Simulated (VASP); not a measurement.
## SiO2: single point with PBE

The system is SiO2.

```
Si O
1.0
    -2.63904    2.63904    3.59716
     2.63904   -2.63904    3.59716
     2.63904    2.63904   -3.59716
Si O
2 4
Direct
  0.00000 0.00000 0.00000
  0.75000 0.25000 0.50000
  0.96701 0.62500 0.84201
  0.37500 0.21701 0.34201
  0.78299 0.12500 0.15799
  0.87500 0.03299 0.65799
```

This cell differs from its parent crystal: strain +0.050 along x and y, -0.025 along z.

```json
{
 "Program": "VASP 6.6.1",
 "Task": "single point",
 "Functional": "PBE",
 "Potentials or basis": "VASP PAW PBE potentials, release 64 (Si, O)",
 "Cutoff": "520 eV",
 "k mesh": "6 × 6 × 6",
 "Occupations": "gaussian, width 0.05 eV",
 "Spin": "no spin polarisation"
}
```

```yaml
Pressure: -9.8 GPa
Largest_force: 0.717 eV/Å
Band_gap_on_the_k_mesh: 5.22 eV
```

Forces on the atoms (eV/Å):
```
Si   0.000  0.000  0.000
Si   0.000  0.000  0.000
O    0.000 -0.717  0.000
O   -0.717  0.000  0.000
O    0.000  0.717  0.000
O    0.717  0.000  0.000
```

Stress tensor (GPa, compression positive):
```
-11.29   0.00   0.00
  0.00 -11.29   0.00
  0.00   0.00  -6.83
```

Levels at points of the mesh, in eV from the valence-band top:
```tsv
k point	band 13	band 14	band 15	band 16	band 17	band 18	band 19	band 20
(0.00, 0.00, 0.00)	-1.37	-0.62	0.00	0.00	5.22	8.17	9.42	9.80
(0.50, 0.00, 0.00)	-1.35	-0.74	-0.40	-0.14	7.08	8.64	9.25	9.37
(0.50, 0.50, 0.00)	-0.85	-0.85	-0.27	-0.27	8.23	8.23	9.52	9.52
(0.50, 0.50, 0.50)	-1.29	-1.29	-0.39	-0.39	8.23	8.23	9.74	9.74
```

Wall time 2.4 min on 1 thread of Intel Xeon 8259CL, on a shared host, peak memory 0.25 GiB.

Caveat: the cell differs from its parent crystal (strain +0.050 along x and y, -0.025 along z); the cell stands under tension. A k mesh can miss the band edges.
